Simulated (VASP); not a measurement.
# Mg (I4/mmm) in VASP: notebook

Mg is run at these levels: LDA; tasks: single point.

Program: VASP 6.6.1. These are calculated values, not measurements. Logs are shortened: lines on timing, memory, paths and dates and some standing lists are left out, and cuts for length are marked.

### Step 1. The cell of the first run

Symmetry: I4/mmm, No. 139, tetragonal system. The conventional cell has a = 3.672 Å, b = 3.672 Å, c = 3.359 Å, α = 90.00°, β = 90.00°, γ = 90.00°. Mg (site symmetry 4/mmm) has 14 Mg at 3.09 to 3.67 Å within 4.1 Å.

### Step 2. Single point, LDA

File INCAR:

```
SYSTEM = Mg
PREC = Accurate
ENCUT = 840
EDIFF = 1E-6
ISMEAR = -1
SIGMA = 0.05
LREAL = .FALSE.
LASPH = .TRUE.
NELM = 120
ALGO = Normal
ISIF = 2
LWAVE = .FALSE.
LCHARG = .FALSE.
NBANDS = 11
GGA_COMPAT = .FALSE.
```

File KPOINTS:

```
regular mesh
0
G
  11 11 11
  0 0 0
```

File POSCAR:

```
Mg
1.0
   -1.8359916300      1.8359916300      1.6794040200
    1.8359916300     -1.8359916300      1.6794040200
    1.8359916300      1.8359916300     -1.6794040200
Mg
1
Direct
    0.0000000000      0.0000000000      0.0000000000
```

Potentials or basis: VASP PAW LDA potentials, release 64 (Mg_sv).

Started as:

```
cat potpaw_LDA.64/Mg_sv/POTCAR > POTCAR
mpirun -np 1 vasp_std > vasp.out
```

OUTCAR:

```text
SYSTEM = Mg
   PREC = Accurate
   ENCUT = 840
   EDIFF = 1E-6
   ISMEAR = -1
   LREAL = .FALSE.
   LASPH = .TRUE.
   NELM = 120
   ISIF = 2

 ion  position               nearest neighbor table
   1  0.000  0.000  0.000-

  LATTYP: Found a body centered tetragonal cell.
 ALAT       =     3.6719832600
 C/A-ratio  =     0.9147122419

  Lattice vectors:

 A1 = (  -1.8359916300,   1.8359916300,   1.6794040200)
 A2 = (   1.8359916300,  -1.8359916300,   1.6794040200)
 A3 = (   1.8359916300,   1.8359916300,  -1.6794040200)

Analysis of symmetry for initial positions (statically):
=====================================================================
 Subroutine PRICEL returns:
 Original cell was already a primitive cell.

 Routine SETGRP: Setting up the symmetry group for a
 body centered tetragonal supercell.

 Subroutine GETGRP returns: Found 16 space group operations
 (whereof 16 operations were pure point group operations)
 out of a pool of 16 trial point group operations.

The static configuration has the point symmetry D_4h.

Analysis of symmetry for dynamics (positions and initial velocities):
=====================================================================
 Subroutine PRICEL returns:
 Original cell was already a primitive cell.

 Routine SETGRP: Setting up the symmetry group for a
 body centered tetragonal supercell.

 Subroutine GETGRP returns: Found 16 space group operations
 (whereof 16 operations were pure point group operations)
 out of a pool of 16 trial point group operations.

The dynamic configuration has the point symmetry D_4h.

 Subroutine INISYM returns: Found 16 space group operations
 (whereof 16 operations are pure point group operations),
 and found     1 'primitive' translations

----------------------------------------------------------------------------------------

                                     Primitive cell

  volume of cell :      22.6442

  direct lattice vectors                    reciprocal lattice vectors
    -1.835991630  1.835991630  1.679404020     0.000000000  0.272332396  0.297724665
     1.835991630 -1.835991630  1.679404020     0.272332396  0.000000000  0.297724665
     1.835991630  1.835991630 -1.679404020     0.272332396  0.272332396  0.000000000

  length of vectors
     3.092269133  3.092269133  3.092269133     0.403490905  0.403490905  0.385136168

  position of ions in fractional coordinates (direct lattice)
     0.000000000  0.000000000  0.000000000

  ion indices of the primitive-cell ions
   primitive index   ion index
                 1           1

----------------------------------------------------------------------------------------

 KPOINTS: regular mesh

Automatic generation of k-mesh.
 Grid dimensions read from file:
 generate k-points for:   11   11   11

 Generating k-lattice:

  Cartesian coordinates                     Fractional coordinates (reciprocal lattice)
     0.000000000  0.024757491  0.027065879     0.090909091  0.000000000  0.000000000
     0.024757491  0.000000000  0.027065879     0.000000000  0.090909091  0.000000000
     0.024757491  0.024757491  0.000000000     0.000000000  0.000000000  0.090909091

  Length of vectors
     0.036680991  0.036680991  0.035012379

  Shift w.r.t. Gamma in fractional coordinates (k-lattice)
     0.000000000  0.000000000  0.000000000

 Subroutine IBZKPT returns following result:
 ===========================================

 Found    126 irreducible k-points:

 Following reciprocal coordinates:
            Coordinates               Weight
  0.000000  0.000000  0.000000      1.000000
  0.090909 -0.000000  0.000000      8.000000
  0.181818  0.000000 -0.000000      8.000000
  0.272727  0.000000  0.000000      8.000000
  0.363636 -0.000000  0.000000      8.000000
  0.454545  0.000000 -0.000000      8.000000
[... 16 lines left out ...]
 -0.272727  0.181818 -0.000000     16.000000
 -0.181818  0.181818  0.000000      4.000000
 [... further k-points ...]
   k-points           NKPTS =    126   k-points in BZ     NKDIM =    126   number of bands    NBANDS=     11
   number of dos      NEDOS =    301   number of ions     NIONS =      1
   total plane-waves  NPLWV =  27000
   dimension x,y,z NGX =    30 NGY =   30 NGZ =   30
   dimension x,y,z NGXF=    60 NGYF=   60 NGZF=   60
   ions per type =               1
   NGX,Y,Z   is equivalent  to a cutoff of  16.13, 16.13, 16.13 a.u.
   NGXF,Y,Z  is equivalent  to a cutoff of  32.26, 32.26, 32.26 a.u.
 SYSTEM =  Mg
   PREC   = accura    normal or accurate (medium, high low for compatibility)
   ISTART =      0    job   : 0-new  1-cont  2-samecut
   ICHARG =      2    charge: 1-file 2-atom 10-const
   ISPIN  =      1    spin polarized calculation?
   LNONCOLLINEAR =      F non collinear calculations
   LSORBIT =      F    spin-orbit coupling
   LASPH  =      T    aspherical Exc in radial PAW
   ENCUT  =  840.0 eV  61.74 Ry    7.86 a.u.   7.31  7.31  7.31*2*pi/ulx,y,z
   NELM   =    120;   NELMIN=  2; NELMDL= -5     # of ELM steps
   EDIFF  = 0.1E-05   stopping-criterion for ELM
   LREAL  =      F    real-space projection
   EDIFFG = 0.1E-04   stopping-criterion for IOM
   NSW    =      0    number of steps for IOM
   IBRION =     -1    ionic relax: 0-MD 1-quasi-New 2-CG
   NFREE  =      0    steps in history (QN), initial steepest desc. (CG)
   ISIF   =      2    stress and relaxation
   ISYM   =      2    0-nonsym 1-usesym 2-fastsym
   POTIM  = 0.5000    time-step for ionic-motion
   TEBEG  =    0.0;   TEEND  =   0.0 temperature during run
   PSTRESS=    0.0 pullay stress
   NELECT =      10.0000    total number of electrons
   NUPDOWN=      -1.0000    fix difference up-down
   EMIN   =  10.00;   EMAX   =-10.00  energy-range for DOS
   EFERMI =   0.00;   METHOD = LEGACY
   ISMEAR =    -1;   SIGMA  =   0.05  broadening in eV -4-tet -1-fermi 0-gaus
   EFERMI_NEDOS =   21; number of points for ismear=-14 and -15
   IALGO  =     38    algorithm
   IMIX   =      4    mixing-type and parameters
     AMIX     =   0.40;   BMIX     =  1.00
     AMIX_MAG =   1.60;   BMIX_MAG =  1.00
  volume/ion in A,a.u.               =      22.64       152.81
  Fermi-wavevector in a.u.,A,eV,Ry     =   1.246683  2.355889 21.146420  1.554218
  Thomas-Fermi vector in A             =   2.380849
   LORBIT       =      0    0 simple, 1 ext, 2 COOP (PROOUT), +10 PAW based schemes
   GGA     = CA    functional components
   LHFCALC =     F    Hartree Fock is set to
   AEXX    =    0.0000 exact exchange contribution
   IVDW    =     0    specifies the selected vdW correction
   LEPSILON=     F    determine dielectric tensor
   LRPA    =     F    only Hartree local field effects (RPA)
 non-spin polarized calculation
  energy-cutoff  :      840.00
  volume of cell :       22.64
 maximum number of plane-waves:      1280
 NGX is ok and might be reduce to    30
   NGX = 15   NGY = 15   NGZ = 15

 number of electron      10.0000000 magnetization

 number of electron       9.9999990 magnetization

 Free energy of the ion-electron system (eV)
  ---------------------------------------------------
  ext. energy  EPLUGINS =         0.00000000
  ---------------------------------------------------
  free energy    TOTEN  =        -1.73943397 eV

  energy without entropy =       -1.73606161  energy(sigma->0) =       -1.73774779

 E-fermi :   2.3240     XC(G=0):  -9.0055

 val. band max:        2.2692361271   @ k =  -0.3636  -0.3636   0.2727
 cond. band min:       2.3718773149   @ k =   0.4545   0.3636   0.0000
 fundamental gap:      0.1026411878
 Fermi energy:         2.3240399395

 k-point     1 :       0.0000    0.0000    0.0000
  band No.  band energies     occupation
      1     -72.9149      2.00000
      2     -40.3895      2.00000
      3     -40.3895      2.00000
      4     -40.3800      2.00000
      5      -4.6786      2.00000
      6      14.1937      0.00000
      7      16.0212      0.00000
      8      16.0212      0.00000
      9      16.4324      0.00000
     10      16.5088      0.00000
     11      16.5088      0.00000

 k-point     2 :       0.0909   -0.0000    0.0000
  band No.  band energies     occupation
      1     -72.9148      2.00000
      2     -40.3910      2.00000
      3     -40.3905      2.00000
      4     -40.3815      2.00000
      5      -4.4755      2.00000
      6      13.4120      0.00000
      7      13.9050      0.00000
      8      15.0004      0.00000
      9      15.1195      0.00000
     10      17.0137      0.00000
     11      17.6428      0.00000

 k-point     3 :       0.1818    0.0000   -0.0000
  band No.  band energies     occupation
      1     -72.9139      2.00000
      2     -40.3967      2.00000
      3     -40.3933      2.00000
      4     -40.3837      2.00000
      5      -3.8689      2.00000
      6      10.6878      0.00000
      7      12.3088      0.00000
      8      13.5684      0.00000
      9      13.9275      0.00000
     10      15.8187      0.00000
     11      18.3879      0.00000

 k-point     4 :       0.2727    0.0000    0.0000
  band No.  band energies     occupation
      1     -72.9127      2.00000
      2     -40.4057      2.00000
      3     -40.3970      2.00000
      4     -40.3849      2.00000
      5      -2.8676      2.00000
      6       7.6310      0.00000
      7      11.4297      0.00000
      8      12.4087      0.00000
      9      12.9977      0.00000
     10      14.8036      0.00000
     11      19.0646      0.00000
[... 239 lines left out ...]
 k-point    22 :      -0.3636    0.1818   -0.0000
  band No.  band energies     occupation
      1     -72.9124      2.00000
      2     -40.4109      2.00000
      3     -40.3945      2.00000
      4     -40.3868      2.00000
      5      -2.4130      2.00000
      6       7.0200      0.00000
      7       8.5838      0.00000
      8      12.1781      0.00000
      9      14.7532      0.00000
     10      17.3829      0.00000
     11      19.3694      0.00000

 k-point    23 :      -0.2727    0.1818   -0.0000
  band No.  band energies     occupation
      1     -72.9133      2.00000
      2     -40.4053      2.00000
      3     -40.3902      2.00000
      4     -40.3851      2.00000
      5      -3.3735      2.00000
      6       8.0489      0.00000
      7      11.5428      0.00000
      8      13.3424      0.00000
      9      15.3494      0.00000
     10      16.4062      0.00000
     11      18.1748      0.00000

 k-point    24 :      -0.1818    0.1818    0.0000
  band No.  band energies     occupation
      1     -72.9140      2.00000
      2     -40.4000      2.00000
      3     -40.3890      2.00000
      4     -40.3832      2.00000
      5      -3.9407      2.00000
      6       9.3568      0.00000
      7      14.1645      0.00000
      8      14.3081      0.00000
      9      15.4347      0.00000
     10      15.7375      0.00000
     11      17.2007      0.00000

 [... further k-points ...]

------------------------ aborting loop because EDIFF is reached ----------------------------------------

  FORCE on cell =-STRESS in cart. coord.  units (eV):
  Direction    XX          YY          ZZ          XY          YZ          ZX
  --------------------------------------------------------------------------------------
  -------------------------------------------------------------------------------------
  Total       -0.3162115     -0.3162115     -0.3134163      0.0000000      0.0000000      0.0000000
  in kB      -22.3733831    -22.3733831    -22.1756121      0.0000000      0.0000000      0.0000000
  external PRESSURE =     -22.3074594 kB  Pullay stress =       0.0000000 kB

 VOLUME and BASIS-vectors are now :
 -----------------------------------------------------------------------------
  energy-cutoff  :      840.00
  volume of cell :       22.64
      direct lattice vectors                 reciprocal lattice vectors
    -1.835991630  1.835991630  1.679404020     0.000000000  0.272332396  0.297724665
     1.835991630 -1.835991630  1.679404020     0.272332396  0.000000000  0.297724665
     1.835991630  1.835991630 -1.679404020     0.272332396  0.272332396  0.000000000

 POSITION                                       TOTAL-FORCE (eV/Angst)
 -----------------------------------------------------------------------------------
      0.00000      0.00000      0.00000         0.000000      0.000000      0.000000
 -----------------------------------------------------------------------------------
    total drift:                               -0.000000     -0.000000      0.000000

  FREE ENERGIE OF THE ION-ELECTRON SYSTEM (eV)
  ---------------------------------------------------
  free  energy   TOTEN  =        -1.7394339733 eV

  energy  without entropy=       -1.7360616125  energy(sigma->0) =       -1.73774779
```

Wall time 34 s (1 thread of Intel Xeon Platinum 8259CL at 2.50GHz (Skylake/Cascade Lake), shared host); peak memory 0.18 GiB.

Results:

- Free energy: -1.7394 eV
- Pressure: -2.2 GPa
- Band gap on the k mesh: zero (bands 5 and 6 overlap by 4.38 eV)

Levels at points of the mesh, in eV from the Fermi level:
```tsv
k point	band 3	band 4	band 5	band 6	band 7	band 8
(0.00, 0.00, 0.00)	-42.71	-42.70	-7.00	11.87	13.70	13.70
```

### Step 3. Single point, LDA

This run uses another cell than the first one, of 22.19 Å³/atom.

File INCAR:

```
  ALGO = Normal
  EDIFF = 1E-6
  ENCUT = 840
  GGA = CA
  GGA_COMPAT = F
  ISIF = 2
  ISMEAR = -1
  LASPH = T
  LCHARG = T
  LELF = T
  LREAL = F
  LVHAR = T
  LWAVE = F
  NBANDS = 11
  NELM = 120
  PREC = Accurate
  SIGMA = 0.05
```

File KPOINTS:

```
k-points
0
Gamma
  11 11 11
```

File POSCAR:

```
Mg
1.0
   -1.8236691672      1.8236691672      1.6681325125
    1.8236691672     -1.8236691672      1.6681325125
    1.8236691672      1.8236691672     -1.6681325125
Mg
1
Direct
    0.0000000000      0.0000000000      0.0000000000
```

Potentials or basis: VASP PAW LDA potentials, release 64 (Mg_sv).

Started as:

```
cat potpaw_LDA.64/Mg_sv/POTCAR > POTCAR
mpirun -np 1 vasp_std > vasp.out
```

Wall time 39 s (1 thread of Intel Xeon Platinum 8259CL at 2.50GHz (Skylake/Cascade Lake), shared host); peak memory 0.17 GiB.

Results (log left out):

```yaml
Free_energy: -1.7427 eV
Pressure: -1.5 GPa
Band_gap_on_the_k_mesh: zero (bands 5 and 6 overlap by 4.40 eV)
```

Stress tensor (GPa, compression positive):
```
-1.60  0.00  0.00
 0.00 -1.60  0.00
 0.00  0.00 -1.44
```

Levels at points of the mesh, in eV from the Fermi level:
```tsv
k point	band 2	band 3	band 4	band 5	band 6	band 7	band 8	band 9
(0.00, 0.00, 0.00)	-42.69	-42.69	-42.68	-7.09	11.98	13.84	13.84	14.25
```

The gap in the log of VASP goes by the Fermi energy; the results here count the filled bands.